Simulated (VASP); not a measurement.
Runs of VASP 6.6.1 on Ga2SeS3. The structure is that of space group P4/mmm (No. 123), or close to it. The cells are those of the table. 

```tsv
task	cell	k mesh	cutoff (eV)	gap on the mesh (eV)	pressure (GPa)	relaxed volume (Å³/atom)	largest force (eV/Å)
single point	a = 4.196, b = 4.196, c = 8.947 Å, 6 atoms	4 × 4 × 2	520	none	(b)	-	2.81
single point	a = 4.745, b = 4.745, c = 7.489 Å, 6 atoms	4 × 4 × 4	520	none	-0.1	-	0.01
relaxation of cell and atoms	relaxed from a = 4.196, b = 4.196, c = 8.947 Å, 6 atoms	4 × 4 × 2	600	none	0.1	28.07	0.01
relaxation of cell and atoms	relaxed from a = 4.760, b = 4.760, c = 7.423 Å, 6 atoms	4 × 4 × 4	600	none	0.1	(a)	0.02
single point	a = 4.726, b = 4.726, c = 7.610 Å, 6 atoms	8 × 8 × 6	520	none	0.0	-	0.01
single point	a = 4.760, b = 4.760, c = 7.423 Å, 6 atoms	4 × 4 × 2	520	none	0.2	-	0.02
```

Alike in all rows: level PBE; potentials or basis VASP PAW PBE potentials, release 64 (Ga_d, Se, S); no spin polarisation; smearing gaussian 0.1 eV.

Question: Fill in the values left out.

Answer: (a) 28.03; (b) 9.8.

Caveats: some runs use coarse meshes; forces of over 1 eV/Å act on the atoms, so gaps and moduli don't describe the material at rest (some runs).

A k mesh can miss the band edges, and the runs leave out spin-orbit coupling on Ga, Se.

A gap of «none» marks levels without a gap at the run's occupations.
